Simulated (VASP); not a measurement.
Input of a VASP 6.6.1 run:

Contents of INCAR:

```
SYSTEM = Al
PREC     = Accurate       ! precision mode
ENCUT    = 520            ! plane-wave cutoff, eV
EDIFF    = 1E-6           ! SCF threshold, eV
ISMEAR   = 0              ! smearing method
SIGMA    = 0.15           ! smearing width, eV
LREAL    = .FALSE.        ! projectors in reciprocal space
LASPH    = .TRUE.         ! aspherical terms in the spheres
NELM     = 80             ! most SCF steps
ALGO     = Normal         ! electronic algorithm
ISIF     = 2              ! what is computed and relaxed
LWAVE    = .FALSE.        ! write WAVECAR
LCHARG   = .FALSE.        ! write CHGCAR
GGA      = PE             ! functional
IVDW     = 12             ! dispersion correction
NBANDS   = 14             ! bands
```

The input KPOINTS:

```
regular mesh
0
G
  18 18 6
  0 0 0
```

Contents of POSCAR:

```
Al
1.0
    2.8142180351      0.0000000000      0.0000000000
   -1.4071090176      2.4371843102      0.0000000000
    0.0000000000      0.0000000000      9.4273489958
Al
4
Direct
    0.0000000000      0.0000000000      0.0000000000
    0.3333333333      0.6666666667      0.2500000000
    0.0000000000      0.0000000000      0.5000000000
    0.6666666667      0.3333333333      0.7500000000
```

Potentials or basis: VASP PAW PBE potentials, release 64 (Al).

Launch:

```sh
$ cat potpaw_PBE.64/Al/POTCAR > POTCAR
$ mpirun -np 1 vasp_std > vasp.out
```

**Question.** Estimate the dispersion energy per atom.

**Answer.** -0.344 eV.

**Question.** Predict the band gap on the k mesh.

**Answer.** Zero (bands 6 and 7 overlap by 5.14 eV).

Stress tensor (GPa, compression positive):
```
-0.85  0.00  0.00
 0.00 -0.85  0.00
 0.00  0.00 -3.04
```
